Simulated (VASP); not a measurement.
Rh:

```
CELL_PARAMETERS angstrom
0.00000 1.91505 1.91505
1.91505 0.00000 1.91505
1.91505 1.91505 0.00000
ATOMIC_POSITIONS crystal
Rh 0.00000 0.00000 0.00000
```

Base run:

| Item | Value |
| --- | --- |
| Program | VASP 6.6.1 |
| Functional | PBE |
| Potentials or basis | VASP PAW PBE potentials, release 64 (Rh_pv) |
| Cutoff | 520 eV |
| k mesh | 22 × 22 × 22 |
| Occupations | gaussian, width 0.15 eV |
| Spin | collinear spin, ferromagnetic start |
| Starting moments | [0.375] μB |
| Fixed moment | 0.375 μB |

Its results: pressure 1.2 GPa; site moments Rh +0.37 μB.

**Question.** The run is repeated on the same cell with these changes: fixed moment from 0.375 μB to 1 μB; moments at the start from [0.38] to [1.0]. What comes out?

**Answer.** Pressure 7.1 GPa; site moments Rh +0.99 μB.

Caveats: the total moment is fixed, so each spin has its own Fermi level and the state may be an excited one; the cell stands under pressure (at least some runs).
